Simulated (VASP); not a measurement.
# BaP (P6/mmm) in VASP: notebook, part 2 of 2

VASP 6.6.1.

## Step 4: Relaxation of cell and atoms, PBE

INCAR reads:

```
PREC = Accurate
ENCUT = 600
EDIFF = 1E-6
ISMEAR = 0
SIGMA = 0.1
LREAL = F
LASPH = T
NELM = 100
ALGO = Normal
ISIF = 3
LWAVE = F
LCHARG = F
GGA = PE
IBRION = 2
NSW = 90
EDIFFG = -0.04
```

KPOINTS reads:

```
regular mesh
0
Gamma
  6 6 4
```

POSCAR reads:

```
BaP
1.0
    5.0281023100      0.0000000000      0.0000000000
   -2.5140511500      4.3544643300      0.0000000000
    0.0000000000      0.0000000000      5.1172822900
Ba P
1 1
Direct
    0.0000000000      0.0000000000      0.0000000000
    0.0000000000      0.0000000000      0.5000000000
```

Potentials or basis: VASP PAW PBE potentials, release 64 (Ba_sv, P).

Launch:

```console
> cat potpaw_PBE.64/Ba_sv/POTCAR potpaw_PBE.64/P/POTCAR > POTCAR
> mpirun -np 1 vasp_std > vasp.out
```

OUTCAR:

```text
PREC = Accurate
   ENCUT = 600
   EDIFF = 1E-6
   ISMEAR = 0
   LREAL = F
   LASPH = T
   NELM = 100
   ISIF = 3
   GGA = PE
   IBRION = 2
   NSW = 90
   EDIFFG = -0.04

 ion  position               nearest neighbor table
   1  0.000  0.000  0.000-   2 2.56   2 2.56
   2  0.000  0.000  0.500-   1 2.56   1 2.56

  LATTYP: Found a hexagonal cell.
 ALAT       =     5.0281023100
 C/A-ratio  =     1.0177363097

  Lattice vectors:

 A1 = (   5.0281023100,   0.0000000000,   0.0000000000)
 A2 = (  -2.5140511500,   4.3544643300,   0.0000000000)
 A3 = (   0.0000000000,   0.0000000000,   5.1172822900)

Analysis of symmetry for initial positions (statically):
=====================================================================
 Subroutine PRICEL returns:
 Original cell was already a primitive cell.

 Routine SETGRP: Setting up the symmetry group for a
 hexagonal supercell.

 Subroutine GETGRP returns: Found 24 space group operations
 (whereof 24 operations were pure point group operations)
 out of a pool of 24 trial point group operations.

The static configuration has the point symmetry D_6h.

Analysis of symmetry for dynamics (positions and initial velocities):
=====================================================================
 Subroutine PRICEL returns:
 Original cell was already a primitive cell.

 Routine SETGRP: Setting up the symmetry group for a
 hexagonal supercell.

 Subroutine GETGRP returns: Found 24 space group operations
 (whereof 24 operations were pure point group operations)
 out of a pool of 24 trial point group operations.

The dynamic configuration has the point symmetry D_6h.

 Subroutine INISYM returns: Found 24 space group operations
 (whereof 24 operations are pure point group operations),
 and found     1 'primitive' translations

----------------------------------------------------------------------------------------

                                     Primitive cell

  volume of cell :     112.0413

[... 106 lines left out ...]
  Fermi-wavevector in a.u.,A,eV,Ry     =   0.837489  1.582625  9.542964  0.701388
  Thomas-Fermi vector in A             =   1.951387
   LORBIT       =      0    0 simple, 1 ext, 2 COOP (PROOUT), +10 PAW based schemes
   GGA     = PE    functional components
   LHFCALC =     F    Hartree Fock is set to
   AEXX    =    0.0000 exact exchange contribution
   IVDW    =     0    specifies the selected vdW correction
   LEPSILON=     F    determine dielectric tensor
   LRPA    =     F    only Hartree local field effects (RPA)
 conjugate gradient relaxation of ions
 non-spin polarized calculation
 Gauss-broadening in eV      SIGMA  =   0.10
  energy-cutoff  :      600.00
  volume of cell :      112.04
 maximum number of plane-waves:      3768
   NGX = 21   NGY = 21   NGZ = 21

--------------------------------------- Ionic step        1  -------------------------------------------

 number of electron      15.0000000 magnetization

 Free energy of the ion-electron system (eV)
  ---------------------------------------------------
  ext. energy  EPLUGINS =         0.00000000
  ---------------------------------------------------
  free energy    TOTEN  =        -5.27187309 eV

  energy without entropy =       -5.24229120  energy(sigma->0) =       -5.25708215

 E-fermi :   0.4392     XC(G=0):  -6.3306

 val. band max:        0.4327127019   @ k =   0.3333   0.3333   0.2500
 cond. band min:       0.4394180588   @ k =   0.5000   0.0000   0.0000
 fundamental gap:      0.0067053569
 Fermi energy:         0.4392234139

 k-point     1 :       0.0000    0.0000    0.0000
  band No.  band energies     occupation
      1     -27.6899      2.00000
      2     -13.4546      2.00000
      3     -12.9723      2.00000
      4     -12.9723      2.00000
      5      -8.4492      2.00000
      6       0.0858      2.00000
      7       0.6521      0.00261
      8       0.6521      0.00261
      9       2.7247      0.00000
     10       2.8211      0.00000
     11       2.8211      0.00000
[... 379 lines left out ...]
  FREE ENERGIE OF THE ION-ELECTRON SYSTEM (eV)
  ---------------------------------------------------
  free  energy   TOTEN  =        -5.8964011237 eV

  energy  without entropy=       -5.8828908237  energy(sigma->0) =       -5.88964597

[... ionic steps 4 to 17 ...]

--------------------------------------- Ionic step       18  -------------------------------------------

 number of electron      15.0000001 magnetization

------------------------ aborting loop because EDIFF is reached ----------------------------------------
[... 67 lines left out ...]
--------------------------------------- Ionic step       20  -------------------------------------------

 number of electron      14.9999995 magnetization

 Free energy of the ion-electron system (eV)
  ---------------------------------------------------
  ext. energy  EPLUGINS =         0.00000000
  ---------------------------------------------------
  free energy    TOTEN  =        -6.09921187 eV

  energy without entropy =       -6.07422933  energy(sigma->0) =       -6.08672060

 E-fermi :  -2.0025     XC(G=0):  -3.4295

 val. band max:       -2.0211451010   @ k =   0.1667   0.1667   0.0000
 cond. band min:      -1.9892427821   @ k =   0.3333   0.1667   0.0000
 fundamental gap:      0.0319023189
 Fermi energy:        -2.0025064563

 k-point     1 :       0.0000    0.0000    0.0000
  band No.  band energies     occupation
      1     -30.2879      2.00000
      2     -15.6309      2.00000
      3     -15.6309      2.00000
      4     -15.4159      2.00000
      5     -10.1629      2.00000
      6      -1.9491      0.44987
      7      -1.9491      0.44982
      8      -0.9665      0.00000
      9      -0.9081      0.00000
     10       0.4816      0.00000
     11       0.4817      0.00000
[... 307 lines left out ...]
  FREE ENERGIE OF THE ION-ELECTRON SYSTEM (eV)
  ---------------------------------------------------
  free  energy   TOTEN  =        -6.0992118699 eV

  energy  without entropy=       -6.0742293252  energy(sigma->0) =       -6.08672060

 reached required accuracy - stopping structural energy minimisation
```

OSZICAR:

```text
N       E                     dE             d eps       ncg     rms          rms(c)
DAV:   1     0.101039311581E+03    0.10104E+03   -0.58909E+03   462   0.116E+03
DAV:   2     0.134238275716E+01   -0.99697E+02   -0.93599E+02   638   0.185E+02
DAV:   3    -0.682863971975E+01   -0.81710E+01   -0.79885E+01   615   0.640E+01
[... 223 lines left out ...]
DAV:   3    -0.609918158959E+01    0.49290E-03   -0.19071E-03   581   0.301E-01    0.335E-02
DAV:   4    -0.609919997809E+01   -0.18388E-04   -0.62014E-05   581   0.545E-02    0.153E-02
DAV:   5    -0.609920877497E+01   -0.87969E-05   -0.20399E-05   745   0.286E-02    0.968E-03
DAV:   6    -0.609921235264E+01   -0.35777E-05   -0.17955E-06   414   0.110E-02    0.177E-03
DAV:   7    -0.609921186990E+01    0.48274E-06   -0.21077E-07   240   0.342E-03
  20 F= -.60992119E+01 E0= -.60867206E+01  d E =-.339630E-03
```

It took 8 min on 1 thread of Oxide Virtual Turin-like, shared host; peak memory 0.24 GiB.

What came out:

| Item | Value |
| --- | --- |
| Free energy | -6.0992 eV |
| Relaxed cell | a = 7.766 Å, b = 7.766 Å, c = 5.716 Å, α = 90.00°, β = 90.00°, γ = 120.00° |
| Space group after relaxing (to 0.1 Å) | P6/mmm (No. 191) |
| Energy gained by relaxing | 413.7 meV/atom |
| Ionic steps | 20 |
| Pressure after relaxing | 0.0 GPa |
| Band gap on the k mesh | zero (an odd number of electrons rules out a gap without spin polarisation) |

Step by step:
| step | energy change (eV) | largest force (eV/Å) | pressure (GPa) | volume (Å³) |
| --- | --- | --- | --- | --- |
| 1 | 0.0000 | 0.0000 | 5.76 | 112.04 |
| 2 | -0.1921 | 0.0000 | -2.13 | 145.68 |
| 3 | -0.6245 | 0.0000 | -0.04 | 127.93 |
| 4 | -0.6279 | 0.0000 | 0.28 | 126.82 |
| 5 | -0.6278 | 0.0000 | 0.37 | 126.52 |
| 6 | -0.6343 | 0.0000 | 0.37 | 128.59 |
| 7 | -0.6539 | 0.0000 | 0.35 | 134.90 |
| 8 | -0.6926 | 0.0000 | 0.34 | 147.94 |
| 9 | -0.7529 | 0.0000 | 0.39 | 175.72 |
| 10 | -0.7944 | 0.0000 | 0.53 | 237.98 |
| 11 | -0.7994 | 0.0000 | 0.48 | 241.05 |
| 12 | -0.8115 | 0.0000 | 0.32 | 250.40 |
| 13 | -0.8241 | 0.0000 | 0.05 | 269.78 |
| 14 | -0.8251 | 0.0000 | -0.03 | 277.05 |
| 15 | -0.8251 | 0.0000 | -0.04 | 277.87 |
| 16 | -0.8254 | 0.0000 | -0.04 | 279.59 |
| 17 | -0.8261 | 0.0000 | -0.04 | 284.77 |
| 18 | -0.8269 | 0.0000 | -0.05 | 295.28 |
| 19 | -0.8270 | 0.0000 | -0.05 | 300.14 |
| 20 | -0.8273 | 0.0000 | 0.01 | 298.55 |

Final structure:
```xyz
2
Lattice="7.7659 0.0000 0.0000 -3.8829 6.7254 0.0000 0.0000 0.0000 5.7161" Properties=species:S:1:pos:R:3 pbc="T T T"
Ba    7.7659    0.0000    0.0000
P     0.0000    0.0000    2.8581
```

Caveat: the volume moved by over 15 % at a fixed basis, so the end points are rough; spin-orbit coupling is left out, which moves the levels of the heavy elements; an odd number of electrons without spin polarisation forces a metal; a magnetic or distorted state may lie lower.

## Step 5: Overview

```csv
task,cell,cutoff (eV),gap on the mesh (eV),pressure (GPa)
single point,"a = 5.028, b = 5.028, c = 5.117 Å, angles 90.0, 90.0, 120.0°, 2 atoms",520,none,5.8
single point,"a = 5.951, b = 5.951, c = 5.640 Å, angles 90.0, 90.0, 120.0°, 2 atoms",520,none,0.5
relaxation of cell and atoms,"relaxed from a = 5.028, b = 5.028, c = 5.117 Å, angles 90.0, 90.0, 120.0°, 2 atoms",600,none,0.0
```

Alike in all rows: level PBE; potentials or basis VASP PAW PBE potentials, release 64 (Ba_sv, P); no spin polarisation; k mesh 6 × 6 × 4; smearing gaussian 0.1 eV.

Caveats: spin-orbit coupling is left out, which moves the levels of the heavy elements; an odd number of electrons without spin polarisation forces a metal; a magnetic or distorted state may lie lower; the stress differs along the axes, from 1 to 15 GPa (at least some runs); the volume moved by over 15 % at a fixed basis, so the end points are rough (at least some runs).

Total energies depend on the potentials used, so only differences within one code and one set of settings carry meaning.

The gap in the log of VASP goes by the Fermi energy; the results here count the filled bands.